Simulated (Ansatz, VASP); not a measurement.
**One calculation of SnSe, two programs**

Contents of INCAR:

```
  PREC = Accurate
  ENCUT = 520
  EDIFF = 1E-6
  ISMEAR = -1
  SIGMA = 0.05
  LREAL = F
  LASPH = T
  NELM = 80
  ALGO = Normal
  ISIF = 2
  LWAVE = F
  LCHARG = T
  GGA = CA
  LELF = T
  LVHAR = T
  NBANDS = 28
```

Contents of KPOINTS:

```
Automatic mesh
0
Gamma
  6 6 3
```

POSCAR

```
SnSe
1.0
    4.3417197731      0.0000000000      0.0000000000
    0.0000000000      4.3417197731      0.0000000000
    0.0000000000      0.0000000000     11.1353230860
Sn Se
2 2
Direct
    0.0000000000      0.5000000000      0.6277708900
    0.5000000000      0.0000000000      0.3722291100
    0.0000000000      0.5000000000      0.3839605100
    0.5000000000      0.0000000000      0.6160394900
```

Contents of input.yaml:

```yaml
crystal:
  lattice:
    - [4.3417197731, 0.0, 0.0]
    - [0.0, 4.3417197731, 0.0]
    - [0.0, 0.0, 11.135323086]
  atoms:
    - { symbol: Sn, position: [0.0, 0.5, 0.62777089] }
    - { symbol: Sn, position: [0.5, 0.0, 0.37222911] }
    - { symbol: Se, position: [0.0, 0.5, 0.38396051] }
    - { symbol: Se, position: [0.5, 0.0, 0.61603949] }
hamiltonian:
  xc: lda
  pseudopotentials: { kind: paw }
kpoints:
  mp_grid: { grid: [6, 6, 3] }
scf:
  occupations: { method: fermi_dirac, width: 0.05 }
output:
  forces: true
  stress: true
  eigenvalues: true
```

Alike in both runs: task single point; functional LDA; k mesh 6 × 6 × 3; occupations fermi-dirac, width 0.05 eV; no spin polarisation.

|  | VASP | Ansatz |
| --- | --- | --- |
| version | VASP 6.6.1 | Ansatz 0.2.0 |
| potentials or method | VASP PAW LDA potentials, release 64 (Sn_d, Se) | Ansatz PAW |
| plane-wave cutoff (eV) | 520 | 420 |
| valence electrons in the cell | 40 | 60 |

Ansatz gave:

- gap on the k mesh at the Fermi level (eV): 1.50
- least direct gap on the mesh (eV): 1.50
- rms of the force components (eV/Å): 0.220

**Question.** What did VASP give for the same quantities?

**Answer.** gap on the k mesh at the Fermi level (eV): 1.49; least direct gap on the mesh (eV): 1.49; rms of the force components (eV/Å): 0.210.

LDA's correlation is that of Perdew and Zunger in VASP and of Perdew and Wang (1992) in Ansatz. Atom by atom the forces differ by 0.011 eV/Å (rms over components). VASP's potentials hold 40 valence electrons a cell and Ansatz's 60, so a difference there can come from the potentials and not from the codes.

Noted on Ansatz's run: odd divisions of the mesh miss points on the zone boundary, where band edges often lie, so the gap on the mesh can be too wide.
